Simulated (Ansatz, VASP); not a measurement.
One calculation of Re, two programs

```
Re
1.0
     2.26721    0.00000    0.00000
     0.00000    2.26721    0.00000
     0.00000    0.00000    2.26721
Re
1
Direct
  0.00000 0.00000 0.00000
```

Change from the starting cell: volume scaled by 0.68, PAW files.

Alike in both runs: task single point; functional PBE; k mesh 15 × 15 × 15; occupations fermi-dirac, width 0.08 eV; no spin polarisation.

```csv
,VASP,Ansatz
version,VASP 6.6.1,Ansatz 0.2.0
potentials or method,"VASP PAW PBE potentials, release 64 (Re)","PAW with Ansatz's default frozen-core files, scalar-relativistic"
plane-wave cutoff (eV),520,420
valence electrons in the cell,7,15
```

```csv
,VASP,Ansatz,Ansatz less VASP
pressure (GPa),223.9,229.8,+5.85
```

Both programs put the cell under a high pressure, so it lies far from rest at this level. With one functional, cell and mesh, what is left measures potentials, basis and numerics. VASP's potentials hold 7 valence electrons a cell and Ansatz's 15, so a difference there can come from the potentials and not from the codes.

Spin-orbit coupling is off throughout. Noted on VASP's run: the cell as given lies far from equilibrium.
